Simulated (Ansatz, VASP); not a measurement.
## One calculation of AlN, two programs

The input INCAR:

```
SYSTEM = AlN
ALGO = Normal ; EDIFF = 1E-6
ENCUT = 520 ; GGA = PE
ISIF = 2 ; ISMEAR = 0
LASPH = .TRUE. ; LCHARG = .TRUE.
LELF = .TRUE. ; LREAL = .FALSE.
LVHAR = .TRUE. ; LWAVE = .FALSE.
NBANDS = 11 ; NELM = 60
PREC = Accurate ; SIGMA = 0.05
```

The input KPOINTS:

```
k-points
0
G
  10 10 10
  0 0 0
```

POSCAR

```
AlN
1.0
    0.0000000000      2.1462274258      2.1462274258
    2.1462274258      0.0000000000      2.1462274258
    2.1462274258      2.1462274258      0.0000000000
Al N
1 1
Direct
   -0.0091503777      0.0091503777      0.0091503777
    0.7676262774      0.7323737226      0.7323737226
```

Input for Ansatz:

```yaml
crystal:
  lattice:
    - [0.0, 2.1462274258, 2.1462274258]
    - [2.1462274258, 0.0, 2.1462274258]
    - [2.1462274258, 2.1462274258, 0.0]
  atoms:
    - { symbol: Al, position: [-0.0091503777, 0.0091503777, 0.0091503777] }
    - { symbol: "N", position: [0.7676262774, 0.7323737226, 0.7323737226] }
basis:
  ecutwfc: 520.0
kpoints:
  mp_grid: { grid: [10, 10, 10] }
hamiltonian:
  xc: pbe
  pseudopotentials: { kind: paw, azcp: { folder: soft_1 } }
scf:
  occupations: { method: gaussian, width: 0.05 }
output:
  forces: true
  stress: true
  eigenvalues: true
```

Change from the starting cell: mode 4 frozen in at -0.078 Å, equal normal strain along x, y and z -0.0250.

Alike in both runs: task single point; functional PBE; k mesh 10 × 10 × 10; occupations gaussian, width 0.05 eV; no spin polarisation.

|  | VASP | Ansatz |
| --- | --- | --- |
| version | VASP 6.6.1 | Ansatz 0.2.0 |
| potentials or method | VASP PAW PBE potentials, release 64 (Al, N), cutoff 520 eV | scalar-relativistic, plane waves, PAW |
| valence electrons in the cell | 8 | 8 |

|  | VASP | Ansatz | Ansatz less VASP |
| --- | --- | --- | --- |
| gap on the k mesh at the Fermi level (eV) | 3.04 | 3.05 | +0.009 |
| least direct gap on the mesh (eV) | 4.34 | 4.33 | -0.012 |
| pressure (GPa) | 18.8 | 18.9 | +0.13 |
| traceless stress, the component that is largest in VASP (GPa) | -11.66 | -11.61 | +0.050 |
| rms of the force components (eV/Å) | 1.116 | 1.112 | -0.0037 |

Atom by atom the forces differ by 0.004 eV/Å (rms over components).
